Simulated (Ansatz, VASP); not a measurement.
**Sc: VASP beside Ansatz**

Contents of INCAR:

```
  PREC = Accurate
  ENCUT = 520
  EDIFF = 1E-7
  ISMEAR = 0
  SIGMA = 0.15
  LREAL = F
  LASPH = T
  NELM = 100
  ALGO = Fast
  ISIF = 2
  LWAVE = F
  LCHARG = T
  GGA = PS
  LELF = T
  LVHAR = T
  NBANDS = 18
```

File KPOINTS:

```
Automatic mesh
0
Gamma
  15 15 10
```

File POSCAR:

```
Sc
1.0
    3.4408000000      0.0000000000      0.0000000000
   -1.7204000000      2.9798202094      0.0000000000
    0.0000000000      0.0000000000      5.0823813358
Sc
2
Direct
    0.3333333333      0.6666666667      0.2500000000
    0.6666666667      0.3333333333      0.7500000000
```

Input for Ansatz:

```yaml
crystal:
  lattice:
    - [3.4408, 0.0, 0.0]
    - [-1.7204, 2.9798202094, 0.0]
    - [0.0, 0.0, 5.0823813358]
  atoms:
    - { symbol: Sc, position: [0.3333333333, 0.6666666667, 0.25] }
    - { symbol: Sc, position: [0.6666666667, 0.3333333333, 0.75] }
basis:
  ecutwfc: 520.0
kpoints:
  mp_grid: { grid: [15, 15, 10] }
hamiltonian:
  xc: pbesol
scf:
  occupations: { method: gaussian, width: 0.15 }
output:
  forces: true
  stress: true
  eigenvalues: true
```

Alike in both runs: task single point; functional PBEsol; k mesh 15 × 15 × 10; occupations gaussian, width 0.15 eV; no spin polarisation.

|  | VASP | Ansatz |
| --- | --- | --- |
| version | VASP 6.6.1 | Ansatz 0.2.0 |
| potentials or method | VASP PAW PBE potentials, release 64 (Sc_sv), cutoff 520 eV | scalar-relativistic, plane waves, PAW |
| valence electrons in the cell | 22 | 22 |

|  | VASP | Ansatz | Ansatz less VASP |
| --- | --- | --- | --- |
| gap on the k mesh at the Fermi level (eV) | none | none | - |
| pressure (GPa) | -4.7 | -4.7 | +0.02 |
| traceless stress, the component that is largest in VASP (GPa) | 2.38 | 2.38 | 0.000 |

VASP's potentials were made for PBE, not for PBEsol. A gap of «none» marks a metal or a gap that the smearing closes.
